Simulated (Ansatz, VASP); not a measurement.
One calculation of W, two programs

File INCAR:

```
ALGO     = Normal         # electronic algorithm
EDIFF    = 1E-6           # SCF threshold, eV
ENCUT    = 520            # plane-wave cutoff, eV
GGA      = CA             # functional
GGA_COMPAT= F            
ISIF     = 2              # what is computed and relaxed
ISMEAR   = 1              # smearing method
LASPH    = T              # aspherical terms in the spheres
LCHARG   = T              # write CHGCAR
LDAU     = T              # DFT+U
LDAUJ    = 0            
LDAUL    = 2              # shell
LDAUPRINT= 1            
LDAUTYPE = 2            
LDAUU    = 8              # U, eV
LMAXMIX  = 4              # l up to which the mixer works
LORBIT   = 11             # projections on sites
LORBMOM  = T            
LREAL    = F              # projectors in reciprocal space
LSORBIT  = T              # spin-orbit coupling
LVHAR    = T            
LWAVE    = F              # write WAVECAR
MAGMOM   = 0 0 0          # initial moments
NBANDS   = 25             # bands
NELM     = 150            # most SCF steps
PREC     = Accurate       # precision mode
SIGMA    = 0.01           # smearing width, eV
```

KPOINTS

```
k-points
0
Gamma
  11 11 11
```

File POSCAR:

```
W
1.0
    0.0000000000      2.0698140295      2.0698140295
    2.0698140295      0.0000000000      2.0698140295
    2.0698140295      2.0698140295      0.0000000000
W
1
Direct
    0.0000000000      0.0000000000      0.0000000000
```

Contents of input.yaml:

```yaml
crystal:
  lattice:
    - [0.0, 2.0698140295, 2.0698140295]
    - [2.0698140295, 0.0, 2.0698140295]
    - [2.0698140295, 2.0698140295, 0.0]
  atoms:
    - { symbol: W, position: [0.0, 0.0, 0.0] }
hamiltonian:
  xc: lda
  pseudopotentials: { kind: paw_fr }
  hubbard: { sites: [{ species: W, l: d, u_eff: 8.0 }] }
magnetization:
  noncollinear: true
  spin_orbit: true
kpoints:
  mp_grid: { grid: [11, 11, 11] }
scf:
  occupations: { method: cold, width: 0.01 }
output:
  forces: true
  stress: true
  eigenvalues: true
  write_density: true
  write_potential: true
  elf: true
  volumetric_format: npy
```

Alike in both runs: task single point; functional LDA; k mesh 11 × 11 × 11; non-collinear spin, spin-orbit coupling; Hubbard terms W d U = 8.0 eV.

|  | VASP | Ansatz |
| --- | --- | --- |
| version | VASP 6.6.1 | Ansatz 0.2.0 |
| potentials or method | VASP PAW LDA potentials, release 64 (W_sv) | Ansatz PAW |
| plane-wave cutoff (eV) | 520 | 420 |
| occupations | methfessel-paxton of order 1, width 0.01 eV | cold, width 0.01 eV |
| valence electrons in the cell | 14 | 14 |

```tsv
	VASP	Ansatz	Ansatz less VASP
pressure (GPa)	2.6	11.6	+9.04
net moment per atom (μB)	0.00	0.00	0.000
```

LDA's correlation is that of Perdew and Zunger in VASP and of Perdew and Wang (1992) in Ansatz. The programs project onto different local orbitals, so the same U acts differently, and such runs can settle in different states.
